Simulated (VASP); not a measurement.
# WS2 (Cm) in VASP: further runs, part 2 of 2

VASP 6.6.1. The steps go on from the part before.

## 3. Single point, PBEsol+D3(BJ)

Input file INCAR:

```
SYSTEM = WS2
PREC     = Accurate       ! precision mode
ENCUT    = 520            ! plane-wave cutoff, eV
EDIFF    = 1E-6           ! SCF threshold, eV
ISMEAR   = 0              ! smearing method
SIGMA    = 0.05           ! smearing width, eV
LREAL    = .False.        ! projectors in reciprocal space
LASPH    = .True.         ! aspherical terms in the spheres
NELM     = 60             ! most SCF steps
ALGO     = Normal         ! electronic algorithm
ISIF     = 2              ! what is computed and relaxed
LWAVE    = .False.        ! write WAVECAR
LCHARG   = .False.        ! write CHGCAR
GGA      = PS             ! functional
IVDW     = 12             ! dispersion correction
NBANDS   = 35             ! bands
```

Input file KPOINTS:

```
Automatic mesh
0
Gamma
  12 12 4
  0 0 0
```

Input file POSCAR:

```
WS2
1.0
    3.1147273971      0.0000000000      0.0000000000
   -1.5573636985      2.6974330517      0.0000000000
    0.0000000000      0.0000000000     11.7722466704
W S
2 4
Direct
    0.3333333333      0.6666666667      0.2500000000
    0.6666666667      0.3333333333      0.7500000000
    0.2984456235      0.6492228117      0.6234419047
    0.6317789568      0.3158894784      0.1234419047
    0.2984456235      0.6492228117      0.8905355223
    0.6317789568      0.3158894784      0.3905355223
```

Potentials or basis: VASP PAW PBE potentials, release 64 (W_sv, S).

The run is started by

```console
$ cat potpaw_PBE.64/W_sv/POTCAR potpaw_PBE.64/S/POTCAR > POTCAR
$ mpirun -np 1 vasp_std > vasp.out
```

OUTCAR:

```text
SYSTEM = WS2
   PREC = Accurate
   ENCUT = 520
   EDIFF = 1E-6
   ISMEAR = 0
   LREAL = .False.
   LASPH = .True.
   NELM = 60
   ISIF = 2
   GGA = PS
   IVDW = 12
 IVDW          = 12

 ion  position               nearest neighbor table
   1  0.333  0.667  0.250-   4 2.30   4 2.30   4 2.41   6 2.41   6 2.41   6 2.51
   2  0.667  0.333  0.750-   3 2.26   3 2.37   3 2.37   5 2.38   5 2.48   5 2.48
   3  0.298  0.649  0.623-   2 2.26   2 2.37   2 2.37
   4  0.632  0.316  0.123-   1 2.30   1 2.30   1 2.41
   5  0.298  0.649  0.891-   2 2.38   2 2.48   2 2.48
   6  0.632  0.316  0.391-   1 2.41   1 2.41   1 2.51

  LATTYP: Found a hexagonal cell.
 ALAT       =     3.1147273971
 C/A-ratio  =     3.7795431733

  Lattice vectors:

 A1 = (   3.1147273971,   0.0000000000,   0.0000000000)
 A2 = (  -1.5573636985,   2.6974330517,   0.0000000000)
 A3 = (   0.0000000000,   0.0000000000,  11.7722466704)

Analysis of symmetry for initial positions (statically):
=====================================================================
 Subroutine PRICEL returns:
 Original cell was already a primitive cell.

 Routine SETGRP: Setting up the symmetry group for a
 hexagonal supercell.

 Subroutine GETGRP returns: Found  2 space group operations
[... 179 lines left out ...]

 k-point     1 :       0.0000    0.0000    0.0000
  band No.  band energies     occupation
      1     -66.1749      2.00000
      2     -66.1725      2.00000
      3     -30.4938      2.00000
      4     -30.4935      2.00000
      5     -30.2748      2.00000
      6     -30.2703      2.00000
[... 901 lines left out ...]
     34      13.1322      0.00000
     35      13.6967      0.00000

 [... further k-points ...]

------------------------ aborting loop because EDIFF is reached ----------------------------------------

 Edisp (eV)   -2.49739

 E8    (eV) :    -1.6206

  FORCE on cell =-STRESS in cart. coord.  units (eV):
  Direction    XX          YY          ZZ          XY          YZ          ZX
  --------------------------------------------------------------------------------------
  -------------------------------------------------------------------------------------
  Total       0.86860     0.89549     1.19098    -0.02328    -0.44536    -0.77138
  in kB      14.07027    14.50579    19.29227    -0.37716    -7.21420   -12.49536
  external pressure =       15.96 kB  Pullay stress =        0.00 kB

 VOLUME and BASIS-vectors are now :
 -----------------------------------------------------------------------------
  energy-cutoff  :      520.00
  volume of cell :       98.91
      direct lattice vectors                 reciprocal lattice vectors
     3.114727397  0.000000000  0.000000000     0.321055384  0.185361412  0.000000000
    -1.557363698  2.697433052  0.000000000     0.000000000  0.370722825  0.000000000
     0.000000000  0.000000000 11.772246670     0.000000000  0.000000000  0.084945553

 POSITION                                       TOTAL-FORCE (eV/Angst)
 -----------------------------------------------------------------------------------
     -0.00000      1.79829      2.94306        -1.800517     -1.039529      2.814709
      1.55736      0.89914      8.82919        -1.907066     -1.101045      2.823329
     -0.08150      1.75124      7.33931         1.144707      0.660897     -1.692703
      1.47586      0.85209      1.45319         1.057258      0.610408     -1.677873
     -0.08150      1.75124     10.48360         0.760227      0.438917     -1.130619
      1.47586      0.85209      4.59748         0.745392      0.430352     -1.136843
 -----------------------------------------------------------------------------------
    total drift:                                0.000335      0.000193     -0.000831

  FREE ENERGIE OF THE ION-ELECTRON SYSTEM (eV)
  ---------------------------------------------------
  free  energy   TOTEN  =       -52.5135495274 eV

  energy  without entropy=      -52.5135495273  energy(sigma->0) =      -52.51354953
```

OSZICAR:

```text
N       E                     dE             d eps       ncg     rms          rms(c)
DAV:   1     0.514514040645E+03    0.51451E+03   -0.28420E+04 12344   0.150E+03
DAV:   2    -0.185569760471E+02   -0.53307E+03   -0.51465E+03 13038   0.419E+02
DAV:   3    -0.516863337081E+02   -0.33129E+02   -0.32515E+02 14277   0.992E+01
DAV:   4    -0.524665208280E+02   -0.78019E+00   -0.77599E+00 13849   0.157E+01
DAV:   5    -0.524805224738E+02   -0.14002E-01   -0.13994E-01 13879   0.227E+00    0.418E+01
DAV:   6    -0.503916080412E+02    0.20889E+01   -0.67359E+00 13068   0.177E+01    0.177E+01
DAV:   7    -0.501834880082E+02    0.20812E+00   -0.26536E+00 12348   0.815E+00    0.669E+00
DAV:   8    -0.500184145920E+02    0.16507E+00   -0.46325E-01 12849   0.463E+00    0.248E+00
DAV:   9    -0.500201027548E+02   -0.16882E-02   -0.60217E-02 13776   0.122E+00    0.127E+00
DAV:  10    -0.500162932793E+02    0.38095E-02   -0.23935E-02 13440   0.102E+00    0.434E-01
DAV:  11    -0.500161956654E+02    0.97614E-04   -0.22133E-03 12789   0.299E-01    0.130E-01
DAV:  12    -0.500161515622E+02    0.44103E-04   -0.16048E-04 13273   0.923E-02    0.426E-02
DAV:  13    -0.500161610549E+02   -0.94928E-05   -0.24556E-05 13269   0.286E-02    0.254E-02
DAV:  14    -0.500161600936E+02    0.96132E-06   -0.40706E-06 11413   0.111E-02
   1 F= -.52513550E+02 E0= -.52513550E+02  d E =-.170444E-11
```

stdout:

```text
POSCAR found type information on POSCAR W S
 POSCAR found :  2 types and       6 ions
 scaLAPACK will be used
 -----------------------------------------------------------------------------
|                                                                             |
|                                                                             |
|     You enforced a specific xc type in the INCAR file but a different       |
|     I HOPE YOU KNOW WHAT YOU ARE DOING!                                     |
|                                                                             |
 -----------------------------------------------------------------------------

 LDA part: xc-table for (Slater+PW92), standard interpolation
 POSCAR, INCAR and KPOINTS ok, starting setup
 FFT: planning ... GRIDC
 FFT: planning ... GRID_SOFT
 FFT: planning ... GRID
 WAVECAR not read
 entering main loop
```

Wall time 11 min (1 thread of Intel Xeon Platinum 8259CL at 2.50GHz (Skylake/Cascade Lake), shared host); peak memory 0.54 GiB.

What came out:

| Property | Result |
| --- | --- |
| Free energy | -52.5135 eV |
| Pressure | 1.6 GPa |
| Largest force | 3.581 eV/Å |
| Band gap on the k mesh | 0.58 eV (least direct gap 1.62 eV) |
| Dispersion energy per atom | -0.416 eV |

Forces on the atoms (eV/Å):
```
W   -1.801 -1.040  2.815
W   -1.907 -1.101  2.823
S    1.145  0.661 -1.693
S    1.057  0.610 -1.678
S    0.760  0.439 -1.131
S    0.745  0.430 -1.137
```

Caveat: the cell differs from its parent crystal (all S atoms moved +0.125 Å, as atom 3 towards its neighbour atom 2 (W) at 2.389 Å); the PAW data sets were made with another functional, which shifts forces and pressure a little; spin-orbit coupling is left out, which moves the levels of the heavy elements. A k mesh can miss the band edges.

## 4. Single point, PBEsol+D3(BJ)

Input file INCAR:

```
SYSTEM = WS2
PREC = Accurate ; ENCUT = 520
EDIFF = 1E-7 ; ISMEAR = 0
SIGMA = 0.05 ; LREAL = .False.
LASPH = .True. ; NELM = 60
ALGO = Normal ; ISIF = 2
LWAVE = .False. ; LCHARG = .False.
GGA = PS ; IVDW = 12
NBANDS = 35
```

Input file KPOINTS:

```
regular mesh
0
Gamma
  12 12 4
  0 0 0
```

Input file POSCAR:

```
WS2
1.0
    3.1147273971      0.0000000000      0.0000000000
   -1.5573636985      2.6974330517      0.0000000000
    0.0000000000      0.0000000000     11.7722466704
W S
2 4
Direct
    0.3333333333      0.6666666667      0.2500000000
    0.6666666667      0.3333333333      0.7500000000
    0.2286702038      0.6143351019      0.6374193316
    0.5620035372      0.2810017686      0.1374193316
    0.2286702038      0.6143351019      0.9045129492
    0.5620035372      0.2810017686      0.4045129492
```

The run is started by

```console
$ cat potpaw_PBE.64/W_sv/POTCAR potpaw_PBE.64/S/POTCAR > POTCAR
$ mpirun -np 1 vasp_std > vasp.out
```

Run time: 3.6 min. Hardware: 1 thread of Intel Xeon 6975P-C (Granite Rapids), shared host; peak memory 0.54 GiB.

It converged, with:

```yaml
Free_energy: -48.9389 eV
Pressure: 13.5 GPa
Largest_force: 12.240 eV/Å
Band_gap_on_the_k_mesh: 0.03 eV (least direct gap 0.46 eV)
Dispersion_energy_per_atom: -0.416 eV
```

Forces in eV/Å, atoms in the order of the input:
```
W   -4.996 -2.884  8.614
W   -6.793 -3.922  9.397
S    5.549  3.204 -7.238
S    3.622  2.091 -6.444
S    1.225  0.707 -2.155
S    1.393  0.804 -2.175
```

Stress tensor (GPa, compression positive):
```
 12.62   0.07 -11.78
  0.07  12.54  -6.80
-11.78  -6.80  15.48
```

Levels at points of the mesh, in eV from the valence-band top:
```tsv
k point	band 23	band 24	band 25	band 26	band 27	band 28	band 29	band 30
(0.00, 0.00, 0.00)	-0.92	-0.79	-0.19	0.00	0.46	0.62	1.13	1.23
(0.50, 0.00, 0.00)	-2.55	-1.96	-1.60	-1.12	1.41	1.72	2.06	2.36
(0.00, 0.50, 0.00)	-2.65	-2.17	-1.13	-0.59	1.37	1.60	1.85	1.90
(0.00, 0.00, 0.50)	-0.92	-0.79	-0.10	0.00	0.46	0.60	1.15	1.24
(0.50, 0.00, 0.50)	-2.56	-1.88	-1.69	-1.13	1.48	1.72	2.05	2.32
(0.00, 0.50, 0.50)	-2.65	-2.24	-0.99	-0.67	1.39	1.61	1.75	2.02
```

Caveat: the cell differs from its parent crystal (all S atoms moved +0.375 Å, as atom 3 towards its neighbour atom 2 (W) at 2.389 Å); the cell stands under pressure; the PAW data sets were made with another functional, which shifts forces and pressure a little; spin-orbit coupling is left out, which moves the levels of the heavy elements. A k mesh can miss the band edges.

## 5. Overview

| cell | gap on the mesh (eV) | pressure (GPa) | largest force (eV/Å) |
| --- | --- | --- | --- |
| as given, atomic positions A | 0.46 | 3.4 | 5.47 |
| as given, atomic positions B | 0.58 | 1.6 | 3.58 |
| as given, atomic positions C | 0.03 | 13.5 | 12.24 |

Alike in all rows: task single point; level PBEsol+D3(BJ); potentials or basis VASP PAW PBE potentials, release 64 (W_sv, S); no spin polarisation; k mesh 12 × 12 × 4; cutoff (eV) 520; smearing gaussian 0.05 eV.

Caveats: the PAW data sets were made with another functional, which shifts forces and pressure a little; spin-orbit coupling is left out, which moves the levels of the heavy elements; the cell stands under pressure (at least some runs).

Total energies depend on the potentials used, so only differences within one code and one set of settings carry meaning.
